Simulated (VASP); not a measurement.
## AgRh: single point with RPBE

The system is AgRh.

```
Ag Rh
1.0
     2.77759    0.00000    0.00000
    -1.38879    2.40546    0.00000
     0.00000    0.00000    4.80860
Ag Rh
1 1
Cartesian
  0.0000 0.0000 2.4043
  1.3888 0.8018 0.0000
```

| Item | Value |
| --- | --- |
| Program | VASP 6.6.1 |
| Task | single point |
| Functional | RPBE |
| Potentials or basis | VASP PAW PBE potentials, release 64 (Ag, Rh_pv) |
| Cutoff | 520 eV |
| k mesh | 6 × 6 × 3 |
| Occupations | fermi-dirac, width 0.05 eV |
| Spin | no spin polarisation |

| Item | Value |
| --- | --- |
| Pressure | 2.2 GPa |
| Band gap on the k mesh | zero (band 13 reaches 9.88 eV, above the bottom of band 14 at 8.87 eV) |

Stress tensor (GPa, compression positive):
```
2.11 0.00 0.00
0.00 2.11 0.00
0.00 0.00 2.29
```

Levels at points of the mesh, in eV from the Fermi level:
| k point | band 10 | band 11 | band 12 | band 13 | band 14 | band 15 | band 16 | band 17 |
| --- | --- | --- | --- | --- | --- | --- | --- | --- |
| (0.00, 0.00, 0.00) | -3.01 | -1.91 | -1.91 | 0.11 | 0.11 | 0.26 | 5.41 | 16.62 |
| (0.50, 0.00, 0.00) | -2.12 | -1.52 | -0.11 | 0.97 | 1.89 | 4.05 | 8.47 | 8.75 |

It took 21 s on 1 thread of AMD EPYC 7R13, with other jobs on the host, peak memory 0.12 GiB.

Caveat: the k points lie up to 0.44 Å⁻¹ apart; the PAW data sets were made with another functional, which shifts forces and pressure a little.
